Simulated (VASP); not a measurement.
Input of a VASP 6.6.1 run:

Contents of INCAR:

```
SYSTEM = BO
PREC = Accurate ; ENCUT = 600
EDIFF = 1E-6 ; ISMEAR = 0
SIGMA = 0.1 ; LREAL = .False.
LASPH = .True. ; NELM = 100
ALGO = Normal ; ISIF = 3
LWAVE = .False. ; LCHARG = .False.
GGA = PE ; IBRION = 2
NSW = 100 ; EDIFFG = -0.01
```

File KPOINTS:

```
regular mesh
0
Gamma
  24 24 6
  0 0 0
```

File POSCAR:

```
BO
1.0
    2.5273005886      0.0000000000      0.0000000000
   -1.2636502943      2.1887065127      0.0000000000
    0.0000000000      0.0000000000      7.2895878262
B O
2 2
Direct
    0.3333333333      0.6666666667      0.2500000000
    0.6666666667      0.3333333333      0.7500000000
    0.3333333333      0.6666666667      0.7500000000
    0.6666666667      0.3333333333      0.2500000000
```

Potentials or basis: VASP PAW PBE potentials, release 64 (B, O).

The run is started by

```bash
$ cat potpaw_PBE.64/B/POTCAR potpaw_PBE.64/O/POTCAR > POTCAR
$ mpirun -np 1 vasp_std > vasp.out
```

Question: What does it give for the relaxed volume?

Answer: 9.96 Å³/atom.

Question: What does it give for the relaxed cell?

Answer: a = 2.527 Å, b = 2.527 Å, c = 7.200 Å, α = 90.00°, β = 90.00°, γ = 120.00°.

Question: What does it give for the space group after relaxing (to 0.1 Å)?

Answer: P6_3/mmc (No. 194).

Question: Estimate the band gap on the k mesh.

Answer: Zero (bands 9 and 10 overlap by 1.52 eV).

Final structure:
```
B O
1.0
     2.52732    0.00000    0.00000
    -1.26366    2.18872    0.00000
     0.00000    0.00000    7.19992
B O
2 2
Direct
  0.33333 0.66667 0.25000
  0.66667 0.33333 0.75000
  0.33333 0.66667 0.75000
  0.66667 0.33333 0.25000
```

Caveat: this functional lacks dispersion, which binds the layers, so the pressure and a relaxed spacing across them are unreliable.
